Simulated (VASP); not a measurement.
# Mg2NCl: relaxation of cell and atoms with LDA

Mg2NCl:

```
Mg N Cl
1.0
     1.65967    0.95821    6.00756
    -1.65967    0.95821    6.00756
     0.00000   -1.91642    6.00756
Mg N Cl
2 1 1
Cartesian
  0.0000 0.0000 4.0152
  0.0000 0.0000 14.0075
  0.0000 0.0000 9.0113
  0.0000 0.0000 0.0000
```

```yaml
Program: VASP 6.6.1
Task: relaxation of cell and atoms
Functional: LDA
Potentials_or_basis: VASP PAW LDA potentials, release 64 (Mg, N, Cl)
Cutoff: 600 eV
k_mesh: 8 × 8 × 8
Occupations: fermi-dirac, width 0.02 eV
Spin: no spin polarisation
Dipole_correction: no
Further_INCAR_settings: ALGO = Normal; EDIFF = 1e-06; IBRION = 2; EDIFFG = -0.005; NSW = 80; ISIF = 3
```

| Quantity | Value |
| --- | --- |
| Relaxed volume | 13.26 Å³/atom |
| Relaxed cell | a = 6.121 Å, b = 6.121 Å, c = 6.121 Å, α = 30.70°, β = 30.70°, γ = 30.70° |
| Space group after relaxing (to 0.1 Å) | R-3m (No. 166) |
| Energy gained by relaxing | 23.3 meV/atom |
| Ionic steps | 7 |
| Pressure after relaxing | 0.0 GPa |
| Band gap on the k mesh | 2.66 eV |

Forces on the atoms (eV/Å):
```
Mg   0.000  0.000 -0.002
Mg   0.000  0.000  0.002
N    0.000  0.000  0.000
Cl   0.000  0.000  0.000
```

Step by step:
```csv
step,energy change (eV),largest force (eV/Å),pressure (GPa),volume (Å³)
1,0.0000,0.1964,-6.62,57.32
2,-0.0830,0.3730,1.60,52.55
3,-0.0881,0.2560,-0.16,53.40
4,-0.0925,0.0691,-0.02,53.14
5,-0.0930,0.0185,0.04,53.02
6,-0.0933,0.0055,-0.02,53.03
7,-0.0933,0.0023,-0.03,53.03
```

Final structure:
```cif
data_structure
_symmetry_space_group_name_H-M 'P 1'
_symmetry_Int_Tables_number 1
_cell_length_a 6.1214
_cell_length_b 6.1214
_cell_length_c 6.1214
_cell_angle_alpha 30.705
_cell_angle_beta 30.705
_cell_angle_gamma 30.705
_cell_volume 53.03
loop_
_atom_site_label
_atom_site_type_symbol
_atom_site_fract_x
_atom_site_fract_y
_atom_site_fract_z
_atom_site_occupancy
Mg1 Mg 0.22331 0.22331 0.22331 1
Mg2 Mg 0.77669 0.77669 0.77669 1
N1 N 0.50000 0.50000 0.50000 1
Cl1 Cl 0.00000 0.00000 0.00000 1
```

Levels at points of the mesh, in eV from the valence-band top:
```csv
k point,band 5,band 6,band 7,band 8,band 9,band 10,band 11,band 12
"(0.00, 0.00, 0.00)",-2.40,-1.01,0.00,0.00,2.66,5.40,8.95,9.02
"(0.50, 0.00, 0.00)",-4.10,-3.31,-1.64,-0.83,4.23,6.08,6.19,7.54
"(0.50, 0.50, 0.00)",-3.34,-3.11,-0.86,-0.76,3.10,4.06,5.13,8.87
"(0.50, 0.50, 0.50)",-2.39,-2.39,-0.04,-0.04,5.03,5.18,7.14,8.55
```

Run time: 8.2 min on 1 thread of Intel(R) Xeon(R) Platinum 8488C (Sapphire Rapids), on a shared host, peak memory 0.32 GiB.

A k mesh can miss the band edges.
